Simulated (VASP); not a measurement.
# Cu16N in VASP: single point with PBE

Aim: the single point of Cu16N with PBE.

Everything below comes from runs of VASP 6.6.1. Logs are shortened: lines on timing, memory, paths and dates and some standing lists are left out, and cuts for length are marked.

**1. The cell of the first run**

The cell holds a slab with vacuum, 17 atoms: a = 5.105 Å, b = 5.105 Å, c = 18.253 Å, α = 90.00°, β = 90.00°, γ = 60.00°.

**2. Single point, PBE**

Contents of INCAR:

```
PREC = Accurate
ENCUT = 520
EDIFF = 1E-6
ISMEAR = -1
SIGMA = 0.1
LREAL = Auto
LASPH = True
NELM = 80
ALGO = Normal
ISIF = 2
LWAVE = False
LCHARG = False
GGA = PE
NBANDS = 104
```

Contents of KPOINTS:

```
Automatic mesh
0
Gamma
  3 3 1
```

Contents of POSCAR:

```
Cu16N
1.0
    5.1053110000      0.0000000000      0.0000000000
    2.5526550000      4.4213290000      0.0000000000
    0.0000000000      0.0000000000     18.2527030000
Cu N
16 1
Direct
    0.0000000000      0.0000000000      0.0547864062
    0.5000087164      0.0000000000      0.0547864062
   -0.0000094012      0.5000080293      0.0547864062
    0.4999993152      0.5000080293      0.0547864062
    0.0823189340      0.2147318148      0.1759355861
    0.5155067676      0.2692403121      0.1836769053
   -0.0109369480      0.8422354455      0.1831783490
    0.5439521138      0.6912627402      0.1950779564
   -0.3028345483      0.3784156302      0.2968765777
    0.1660303141      0.4858720082      0.2830649247
   -0.2924055663      0.8749405439      0.3121126772
    0.1983801451      0.8880587715      0.3327288019
   -0.1201732714      0.0706801055      0.4794303616
    0.4429082832      0.0000452353      0.4405484492
   -0.0376613896      0.5866335665      0.4460051752
    0.4438433700      0.5210424286      0.4371242988
    0.7181431588      0.4511991756      0.5016736425
```

Potentials or basis: VASP PAW PBE potentials, release 64 (Cu, N).

The run is started by

```sh
cat potpaw_PBE.64/Cu/POTCAR potpaw_PBE.64/N/POTCAR > POTCAR
mpirun -np 1 vasp_std > vasp.out
```

OUTCAR:

```text
PREC = Accurate
   ENCUT = 520
   EDIFF = 1E-6
   ISMEAR = -1
   LREAL = Auto
   LASPH = True
   NELM = 80
   ISIF = 2
   GGA = PE

 ion  position               nearest neighbor table
   1  0.000  0.000  0.055-   7 2.49   2 2.55   4 2.55   3 2.55   3 2.55   4 2.55   2 2.55   5 2.59

   2  0.500  0.000  0.055-   3 2.55   1 2.55   4 2.55   4 2.55   1 2.55   3 2.55   6 2.75
   3  1.000  0.500  0.055-   2 2.55   4 2.55   1 2.55   1 2.55   4 2.55   2 2.55   5 2.56
   4  0.500  0.500  0.055-   3 2.55   1 2.55   2 2.55   2 2.55   1 2.55   3 2.55   6 2.61   8 2.79

   5  0.082  0.215  0.176-   7 2.18   6 2.37  10 2.55   8 2.55   3 2.56   1 2.59   8 2.63   6 2.77
                             9 2.79
   6  0.516  0.269  0.184-   8 2.24   7 2.31   5 2.37  10 2.39   9 2.44   4 2.61   2 2.75   5 2.77

   7  0.989  0.842  0.183-   5 2.18   6 2.31  10 2.41   1 2.49   8 2.55  11 2.72   8 2.75
   8  0.544  0.691  0.195-   6 2.24   9 2.32   7 2.55   5 2.55   5 2.63  11 2.63   7 2.75   4 2.79

   9  0.697  0.378  0.297-   8 2.32   6 2.44  10 2.50  11 2.56  11 2.58  12 2.61  12 2.66  10 2.72
                             5 2.79
  10  0.166  0.486  0.283-  11 2.25  12 2.32   6 2.39   7 2.41   9 2.50   5 2.55   9 2.72
  11  0.708  0.875  0.312-  10 2.25   9 2.56  12 2.57   9 2.58  12 2.59  14 2.62   8 2.63   7 2.72

  12  0.198  0.888  0.333-  10 2.32  16 2.52  14 2.54  11 2.57  11 2.59   9 2.61   9 2.66
  13  0.880  0.071  0.479-  17 1.74  15 2.37  16 2.39  14 2.53
  14  0.443  0.000  0.441-  15 2.43  16 2.44  13 2.53  12 2.54  11 2.62  16 2.66  15 2.77
  15  0.962  0.587  0.446-  17 1.98  16 2.31  13 2.37  14 2.43  14 2.77
  16  0.444  0.521  0.437-  17 1.73  15 2.31  13 2.39  14 2.44  12 2.52  14 2.66
  17  0.718  0.451  0.502-  16 1.73  13 1.74  15 1.98

  LATTYP: Found a hexagonal cell.
 ALAT       =     5.1053107325
 C/A-ratio  =     3.5752384050

  Lattice vectors:

 A1 = (  -2.5526550000,  -4.4213290000,   0.0000000000)
 A2 = (   5.1053110000,   0.0000000000,   0.0000000000)
 A3 = (   0.0000000000,   0.0000000000,  18.2527030000)

Analysis of symmetry for initial positions (statically):
=====================================================================
 Subroutine PRICEL returns:
 Original cell was already a primitive cell.

 Routine SETGRP: Setting up the symmetry group for a
 hexagonal supercell.

 Subroutine GETGRP returns: Found  1 space group operations
 (whereof  1 operations were pure point group operations)
 out of a pool of 24 trial point group operations.

The static configuration has the point symmetry C_1 .

Analysis of symmetry for dynamics (positions and initial velocities):
=====================================================================
 Subroutine PRICEL returns:
 Original cell was already a primitive cell.

 Routine SETGRP: Setting up the symmetry group for a
 hexagonal supercell.

 Subroutine GETGRP returns: Found  1 space group operations
 (whereof  1 operations were pure point group operations)
 out of a pool of 24 trial point group operations.

The dynamic configuration has the point symmetry C_1 .

 Subroutine INISYM returns: Found  1 space group operations
 (whereof  1 operations are pure point group operations),
 and found     1 'primitive' translations

----------------------------------------------------------------------------------------

                                     Primitive cell

  volume of cell :     412.0048

  direct lattice vectors                    reciprocal lattice vectors
     5.105311000  0.000000000  0.000000000     0.195874453 -0.113088147  0.000000000
     2.552655000  4.421329000  0.000000000     0.000000000  0.226176337  0.000000000
     0.000000000  0.000000000 18.252703000     0.000000000  0.000000000  0.054786406

  length of vectors
     5.105311000  5.105310732 18.252703000     0.226176326  0.226176337  0.054786406

  position of ions in fractional coordinates (direct lattice)
     0.000000000  0.000000000  0.054786406
     0.500008716  0.000000000  0.054786406
     0.999990599  0.500008029  0.054786406
     0.499999315  0.500008029  0.054786406
     0.082318934  0.214731815  0.175935586
     0.515506768  0.269240312  0.183676905
[... 9 lines left out ...]
     0.443843370  0.521042429  0.437124299
     0.718143159  0.451199176  0.501673643

  ion indices of the primitive-cell ions
   primitive index   ion index
                 1           1
                 2           2
                 3           3
                 4           4
                 5           5
                 6           6
[... 9 lines left out ...]
                16          16
                17          17

----------------------------------------------------------------------------------------

 KPOINTS: Automatic mesh

Automatic generation of k-mesh.
 Grid dimensions read from file:
 generate k-points for:    3    3    1

 Generating k-lattice:

  Cartesian coordinates                     Fractional coordinates (reciprocal lattice)
     0.065291484 -0.037696049  0.000000000     0.333333333  0.000000000  0.000000000
     0.000000000  0.075392112  0.000000000     0.000000000  0.333333333  0.000000000
     0.000000000  0.000000000  0.054786406     0.000000000  0.000000000  1.000000000

  Length of vectors
     0.075392109  0.075392112  0.054786406

  Shift w.r.t. Gamma in fractional coordinates (k-lattice)
     0.000000000  0.000000000  0.000000000

 Subroutine IBZKPT returns following result:
 ===========================================

 Found      5 irreducible k-points:

 Following reciprocal coordinates:
            Coordinates               Weight
  0.000000  0.000000  0.000000      1.000000
  0.333333  0.000000  0.000000      2.000000
  0.333333  0.333333  0.000000      2.000000
  0.000000  0.333333  0.000000      2.000000
 -0.333333  0.333333  0.000000      2.000000
   k-points           NKPTS =      5   k-points in BZ     NKDIM =      5   number of bands    NBANDS=    104
   number of dos      NEDOS =    301   number of ions     NIONS =     17
   total plane-waves  NPLWV = 224000
   dimension x,y,z NGX =    40 NGY =   40 NGZ =  140
   dimension x,y,z NGXF=    80 NGYF=   80 NGZF=  280
   ions per type =              16   1
   NGX,Y,Z   is equivalent  to a cutoff of  13.03, 13.03, 12.75 a.u.
   NGXF,Y,Z  is equivalent  to a cutoff of  26.05, 26.05, 25.50 a.u.
 SYSTEM =  unknown system
   PREC   = accura    normal or accurate (medium, high low for compatibility)
   ISTART =      0    job   : 0-new  1-cont  2-samecut
   ICHARG =      2    charge: 1-file 2-atom 10-const
   ISPIN  =      1    spin polarized calculation?
   LNONCOLLINEAR =      F non collinear calculations
   LSORBIT =      F    spin-orbit coupling
   LASPH  =      T    aspherical Exc in radial PAW
   ENCUT  =  520.0 eV  38.22 Ry    6.18 a.u.   9.49  9.49 33.94*2*pi/ulx,y,z
   NELM   =     80;   NELMIN=  2; NELMDL= -5     # of ELM steps
   EDIFF  = 0.1E-05   stopping-criterion for ELM
   LREAL  =      T    real-space projection
   EDIFFG = 0.1E-04   stopping-criterion for IOM
   NSW    =      0    number of steps for IOM
   IBRION =     -1    ionic relax: 0-MD 1-quasi-New 2-CG
   NFREE  =      0    steps in history (QN), initial steepest desc. (CG)
   ISIF   =      2    stress and relaxation
   ISYM   =      2    0-nonsym 1-usesym 2-fastsym
   POTIM  = 0.5000    time-step for ionic-motion
   TEBEG  =    0.0;   TEEND  =   0.0 temperature during run
   PSTRESS=    0.0 pullay stress
   NELECT =     181.0000    total number of electrons
   NUPDOWN=      -1.0000    fix difference up-down
   EMIN   =  10.00;   EMAX   =-10.00  energy-range for DOS
   EFERMI =   0.00;   METHOD = LEGACY
   ISMEAR =    -1;   SIGMA  =   0.10  broadening in eV -4-tet -1-fermi 0-gaus
   EFERMI_NEDOS =   21; number of points for ismear=-14 and -15
   IALGO  =     38    algorithm
   IMIX   =      4    mixing-type and parameters
     AMIX     =   0.40;   BMIX     =  1.00
     AMIX_MAG =   1.60;   BMIX_MAG =  1.00
  volume/ion in A,a.u.               =      24.24       163.55
  Fermi-wavevector in a.u.,A,eV,Ry     =   1.244515  2.351793 21.072957  1.548819
  Thomas-Fermi vector in A             =   2.378779
   LORBIT       =      0    0 simple, 1 ext, 2 COOP (PROOUT), +10 PAW based schemes
   GGA     = PE    functional components
   LHFCALC =     F    Hartree Fock is set to
   AEXX    =    0.0000 exact exchange contribution
   IVDW    =     0    specifies the selected vdW correction
   LEPSILON=     F    determine dielectric tensor
   LRPA    =     F    only Hartree local field effects (RPA)
 non-spin polarized calculation
  energy-cutoff  :      520.00
  volume of cell :      412.00
 maximum number of plane-waves:     11131
 NGX is ok and might be reduce to    40
   NGX = 19   NGY = 19   NGZ = 67

 number of electron     181.0000023 magnetization

 Free energy of the ion-electron system (eV)
  ---------------------------------------------------
  ext. energy  EPLUGINS =         0.00000000
  ---------------------------------------------------
  free energy    TOTEN  =       -58.99887518 eV

  energy without entropy =      -58.71097092  energy(sigma->0) =      -58.85492305

 E-fermi :   0.9736     XC(G=0):  -7.2752

 val. band max:        0.9478719477   @ k =   0.3333   0.0000   0.0000
 cond. band min:       1.0108020577   @ k =   0.0000   0.0000   0.0000
 fundamental gap:      0.0629301100
 Fermi energy:         0.9736103294

 k-point     1 :       0.0000    0.0000    0.0000
  band No.  band energies     occupation
      1     -13.6435      2.00000
      2      -7.3380      2.00000
      3      -5.9332      2.00000
      4      -4.8416      2.00000
      5      -4.5208      2.00000
      6      -4.2531      2.00000
[... 94 lines left out ...]
    101       4.2649      0.00000
    102       4.5706      0.00000

 k-point     2 :       0.3333    0.0000    0.0000
  band No.  band energies     occupation
      1     -13.6088      2.00000
      2      -6.4859      2.00000
      3      -5.2420      2.00000
      4      -4.5900      2.00000
      5      -4.5202      2.00000
      6      -4.3205      2.00000
[... 94 lines left out ...]
    101       5.0442      0.00000
    102       5.3484      0.00000

 k-point     3 :       0.3333    0.3333    0.0000
  band No.  band energies     occupation
      1     -13.6027      2.00000
      2      -6.4901      2.00000
      3      -5.2845      2.00000
      4      -4.7415      2.00000
      5      -4.3614      2.00000
      6      -4.2595      2.00000
[... 94 lines left out ...]
    101       5.0315      0.00000
    102       5.2350      0.00000

 k-point     4 :       0.0000    0.3333    0.0000
  band No.  band energies     occupation
      1     -13.6073      2.00000
      2      -6.4961      2.00000
      3      -5.3568      2.00000
      4      -4.7607      2.00000
      5      -4.3605      2.00000
      6      -4.1674      2.00000
[... 94 lines left out ...]
    101       4.9849      0.00000
    102       5.5161      0.00000

 k-point     5 :      -0.3333    0.3333    0.0000
  band No.  band energies     occupation
      1     -13.5877      2.00000
      2      -5.2191      2.00000
      3      -5.0520      2.00000
      4      -4.8195      2.00000
      5      -4.6647      2.00000
      6      -4.4010      2.00000
[... 94 lines left out ...]
    101       4.9164      0.00000
    102       5.1664      0.00000
 [bands above 102 left out]

------------------------ aborting loop because EDIFF is reached ----------------------------------------

  FORCE on cell =-STRESS in cart. coord.  units (eV):
  Direction    XX          YY          ZZ          XY          YZ          ZX
  --------------------------------------------------------------------------------------
  -------------------------------------------------------------------------------------
  Total       -0.0947413      3.0781938     -7.1993413      0.3881671      0.0301806      3.6781464
  in kB       -0.3684237     11.9702802    -27.9963311      1.5094788      0.1173643     14.3033369
  external PRESSURE =      -5.4648249 kB  Pullay stress =       0.0000000 kB

 VOLUME and BASIS-vectors are now :
 -----------------------------------------------------------------------------
  energy-cutoff  :      520.00
  volume of cell :      412.00
      direct lattice vectors                 reciprocal lattice vectors
     5.105311000  0.000000000  0.000000000     0.195874453 -0.113088147  0.000000000
     2.552655000  4.421329000  0.000000000     0.000000000  0.226176337  0.000000000
     0.000000000  0.000000000 18.252703000     0.000000000  0.000000000  0.054786406

 POSITION                                       TOTAL-FORCE (eV/Angst)
 -----------------------------------------------------------------------------------
      0.00000      0.00000      1.00000        -0.020326      0.004498      0.071526
      2.55270      0.00000      1.00000        -0.008281      0.012306      0.581720
      6.38161      2.21070      1.00000         0.086591      0.138978      0.281665
      3.82900      2.21070      1.00000         0.003440      0.106689      0.343283
      0.96840      0.94940      3.21130         0.475161      1.527301      0.006326
      3.31910      1.19040      3.35260        -0.592902     -0.791969     -0.788457
[... 9 lines left out ...]
      3.59600      2.30370      7.97870        -1.391257      0.755619     -1.567630
      4.81810      1.99490      9.15690         2.241695      1.364562      0.852534
 -----------------------------------------------------------------------------------
    total drift:                                0.001170     -0.001430     -0.005423

  FREE ENERGIE OF THE ION-ELECTRON SYSTEM (eV)
  ---------------------------------------------------
  free  energy   TOTEN  =       -58.9988751846 eV

  energy  without entropy=      -58.7109709216  energy(sigma->0) =      -58.85492305
```

It took 12 min on 1 thread of Intel Xeon Platinum 8375C at 2.90GHz (Ice Lake), shared host; peak memory 0.54 GiB.

What came out:

```
Free energy            : -58.9989 eV
Largest force          : 2.759 eV/Å
Band gap on the k mesh : zero (an odd number of electrons rules out a gap without spin polarisation)
```

Forces in eV/Å, atoms in the order of the input:
```
Cu  -0.020  0.004  0.072
Cu  -0.008  0.012  0.582
Cu   0.087  0.139  0.282
Cu   0.003  0.107  0.343
Cu   0.475  1.527  0.006
Cu  -0.593 -0.792 -0.788
Cu  -0.997 -2.211  0.066
Cu   1.044  1.708 -0.569
Cu   0.498 -0.399  0.888
Cu  -0.140 -1.957  0.404
Cu  -0.891  1.122  0.270
Cu   0.335  0.701  0.167
Cu   0.902 -1.727 -0.738
Cu  -0.201  0.744 -0.096
Cu  -1.343 -1.098 -0.174
Cu  -1.391  0.756 -1.568
N    2.242  1.365  0.853
```

Levels at points of the mesh, in eV from the Fermi level:
```
           k point  band 87  band 88  band 89  band 90  band 91  band 92  band 93  band 94  band 95  band 96
(0.00, 0.00, 0.00)    -0.68    -0.18     0.04     0.24     0.42     0.75     0.94     0.98     1.11     1.47
```

Caveat: the k points lie up to 0.47 Å⁻¹ apart, too coarse for converged energies and pressures of a metal; the atoms stand as in a frame of molecular dynamics.
